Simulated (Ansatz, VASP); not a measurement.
## BaTe in VASP and in Ansatz

```
CELL_PARAMETERS angstrom
-3.13203 3.13203 2.55326
3.13203 -3.13203 2.55326
3.13203 3.13203 -2.55326
ATOMIC_POSITIONS crystal
Ba 0.25000 0.75000 0.50000
Te 0.00000 0.00000 0.00000
```

Alike in both runs: functional PBE; k mesh 10 × 10 × 10; occupations gaussian, width 0.01 eV; no spin polarisation.

Ansatz relaxed the structure, and its values are those at the end. VASP's run is a single point on that final structure, the one shown.

|  | VASP | Ansatz |
| --- | --- | --- |
| version | VASP 6.6.1 | Ansatz 0.2.0 |
| potentials or method | VASP PAW PBE potentials, release 64 (Ba_sv, Te), cutoff 520 eV | scalar-relativistic, plane waves, PAW |
| valence electrons in the cell | 16 | 26 |

|  | VASP | Ansatz | Ansatz less VASP |
| --- | --- | --- | --- |
| gap on the k mesh at the Fermi level (eV) | 1.85 | 1.88 | +0.030 |
| least direct gap on the mesh (eV) | 2.19 | 2.19 | +0.006 |
| pressure (GPa) | 0.3 | 0.0 | -0.28 |

The functional is the same, so the differences come from potentials, cutoffs and numerics. VASP's potentials hold 16 valence electrons a cell and Ansatz's 26, so a difference there can come from the potentials and not from the codes.

Neither program's run includes spin-orbit coupling.
